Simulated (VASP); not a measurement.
Input of a VASP 6.6.1 run:

The input INCAR:

```
SYSTEM = SnSe2
ALGO = Normal
DIPOL = 0.5 0.5 0.500
EDIFF = 1E-7
ENCUT = 520
GGA = PE
IDIPOL = 3
ISIF = 2
ISMEAR = 0
IVDW = 12
LASPH = .True.
LCHARG = .True.
LDIPOL = .True.
LELF = .True.
LREAL = .False.
LVACPOTAV = .True.
LVHAR = .True.
LWAVE = .False.
NBANDS = 20
NELM = 100
PREC = Accurate
SIGMA = 0.02
```

Contents of KPOINTS:

```
k-points
0
Gamma
  9 9 1
  0 0 0
```

The input POSCAR:

```
SnSe2
1.0
    3.5960000000      0.0000000000      0.0000000000
   -1.7980000000      3.1142273520      0.0000000000
    0.0000000000      0.0000000000     32.3737046298
Se Sn
2 1
Direct
    0.6666666667      0.3333333333      0.4479979193
    0.3333333333      0.6666666667      0.5520020807
    0.0000000000      0.0000000000      0.5000000000
```

Potentials or basis: VASP PAW PBE potentials, release 64 (Se, Sn_d).

Launch:

```console
$ cat potpaw_PBE.64/Se/POTCAR potpaw_PBE.64/Sn_d/POTCAR > POTCAR
$ mpirun -np 1 vasp_std > vasp.out
```

Question: Estimate the ionisation potential of the upper face.

Answer: 5.22 eV.

Question: Estimate the band gap on the k mesh.

Answer: 0.44 eV, indirect (least direct gap 1.05 eV).

Forces on the atoms (eV/Å):
```
Se   0.000  0.000  0.102
Se   0.000  0.000 -0.102
Sn   0.000  0.000  0.000
```

Caveat: spin-orbit coupling is left out, which moves the levels of the heavy elements.
